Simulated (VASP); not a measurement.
Set up this calculation in VASP 6.6.1, as the native input.

```yaml
Task: single point
Functional: PBEsol
Potentials_or_basis: VASP PAW PBE potentials, release 64 (Cs_sv)
Cutoff: 520 eV
k_mesh: 6 × 6 × 6
Occupations: fermi-dirac, width 0.05 eV
Spin: no spin polarisation
Dipole_correction: no
Further_INCAR_settings: ALGO = Fast; EDIFF = 1e-06; NBANDS = 10
```

The structure of Cs lies in POSCAR:

```
Cs
1.0
   -1.8378090648      1.8378090648      1.8378090648
    1.8378090648     -1.8378090648      1.8378090648
    1.8378090648      1.8378090648     -1.8378090648
Cs
1
Direct
    0.0000000000      0.0000000000      0.0000000000
```

These files were run (other wordings do the same):

INCAR

```
PREC = Accurate
ENCUT = 520
EDIFF = 1E-6
ISMEAR = -1
SIGMA = 0.05
LREAL = F
LASPH = T
NELM = 100
ALGO = Fast
ISIF = 2
LWAVE = F
LCHARG = F
GGA = PS
NBANDS = 10
```

KPOINTS

```
regular mesh
0
Gamma
  6 6 6
```

Potentials or basis: VASP PAW PBE potentials, release 64 (Cs_sv).

Run with:

```sh
$ cat potpaw_PBE.64/Cs_sv/POTCAR > POTCAR
$ mpirun -np 1 vasp_std > vasp.out
```

Results of the run:

The pressure is 32.4 GPa.

Caveat: the k points lie up to 0.40 Å⁻¹ apart; the PAW data sets were made with another functional, which shifts forces and pressure a little.

Run time: 4.4 s on 1 thread of Intel(R) Xeon(R) Platinum 8375C CPU @ 2.90GHz (Ice Lake) (shared host), peak memory 0.13 GiB.
